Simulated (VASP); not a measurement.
Wanted: the native input for a VASP 6.6.1 run.

```
Task                   : single point
Functional             : PBE
Potentials or basis    : VASP PAW PBE potentials, release 64 (Si, P, I)
Cutoff                 : 520 eV
k mesh                 : 4 × 4 × 4
Occupations            : gaussian, width 0.1 eV
Spin                   : no spin polarisation
Dipole correction      : no
Further INCAR settings : ALGO = Normal; EDIFF = 1e-07; NBANDS = 23
```

The structure of Si4PI lies in POSCAR:

```
Si4PI
1.0
    0.0000000000      4.0485360000      4.0485360000
    4.0485360000      0.0000000000      4.0485360000
    4.0485360000      4.0485360000      0.0000000000
Si P I
4 1 1
Direct
    0.8780933100      0.8780933100      0.8780933100
    0.8780933100      0.8780933100      0.3657200600
    0.8780933100      0.3657200600      0.8780933100
    0.3657200600      0.8780933100      0.8780933100
    0.5000000000      0.5000000000      0.5000000000
    0.2500000000      0.2500000000      0.2500000000
```

The cell was generated, and may not be a known phase.

One way to write it, as run:

INCAR

```
SYSTEM = Si4PI
PREC     = Accurate       ! precision mode
ENCUT    = 520            ! plane-wave cutoff, eV
EDIFF    = 1E-7           ! SCF threshold, eV
ISMEAR   = 0              ! smearing method
SIGMA    = 0.1            ! smearing width, eV
LREAL    = .False.        ! projectors in reciprocal space
LASPH    = .True.         ! aspherical terms in the spheres
NELM     = 100            ! most SCF steps
ALGO     = Normal         ! electronic algorithm
ISIF     = 2              ! what is computed and relaxed
LWAVE    = .False.        ! write WAVECAR
LCHARG   = .True.         ! write CHGCAR
GGA      = PE             ! functional
LELF     = .True.         ! ELF
LVHAR    = .True.       
NBANDS   = 23             ! bands
```

KPOINTS

```
Automatic mesh
0
Gamma
  4 4 4
  0 0 0
```

Potentials or basis: VASP PAW PBE potentials, release 64 (Si, P, I).

The run is started by

```console
$ cat potpaw_PBE.64/Si/POTCAR potpaw_PBE.64/P/POTCAR potpaw_PBE.64/I/POTCAR > POTCAR
$ mpirun -np 1 vasp_std > vasp.out
```

Results of the run:

```yaml
Pressure: -7.9 GPa
Largest_force: 0.184 eV/Å
Band_gap_on_the_k_mesh: zero (bands 14 and 15 overlap by 1.50 eV)
```

Caveat: the cell stands under tension; spin-orbit coupling is left out, which moves the levels of the heavy elements.

It took 48 s on 1 thread of Intel(R) Xeon(R) Platinum 8275CL CPU @ 3.00GHz (Skylake/Cascade Lake), on a shared host, peak memory 0.32 GiB.
